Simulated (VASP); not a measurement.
Here is a VASP 6.6.1 calculation.

The input INCAR:

```
ALGO = Normal ; EDIFF = 1E-6
ENCUT = 520 ; GGA = PE
ISIF = 2 ; ISMEAR = 0
ISPIN = 2 ; LASPH = T
LCHARG = T ; LELF = T
LORBIT = 11 ; LREAL = F
LVHAR = T ; LWAVE = F
MAGMOM = 0 0 0 0 1 1 ; NBANDS = 24
NELM = 150 ; PREC = Accurate
SIGMA = 0.1
```

File KPOINTS:

```
k-points
0
Gamma
  6 6 2
```

File POSCAR:

```
Li3SiN2
1.0
    3.0649705069      0.0000000000      0.0000000000
    0.0000000000      3.0649705069      0.0000000000
    0.0000000000      0.0000000000      7.1215547020
Li Si N
3 1 2
Direct
    0.0000000000      0.0000000000      0.8021678316
    0.0000000000      0.0000000000      0.1978321684
    0.0000000000      0.0000000000      0.5000000000
    0.5000000000      0.5000000000      0.0000000000
    0.5000000000      0.5000000000      0.2362147772
    0.5000000000      0.5000000000      0.7637852228
```

Potentials or basis: VASP PAW PBE potentials, release 64 (Li_sv, Si, N).

Launch:

```sh
$ cat potpaw_PBE.64/Li_sv/POTCAR potpaw_PBE.64/Si/POTCAR potpaw_PBE.64/N/POTCAR > POTCAR
$ mpirun -np 1 vasp_std > vasp.out
```

**Question.** Predict the largest force.

**Answer.** 0.012 eV/Å.

**Question.** What does it give for the net moment?

**Answer.** 0.00 μB per cell.

Forces on the atoms (eV/Å):
```
Li   0.000  0.000  0.000
Li   0.000  0.000  0.000
Li   0.000  0.000  0.000
Si   0.000  0.000  0.000
N    0.000  0.000  0.012
N    0.000  0.000 -0.012
```

Caveat: the k points lie up to 0.44 Å⁻¹ apart.
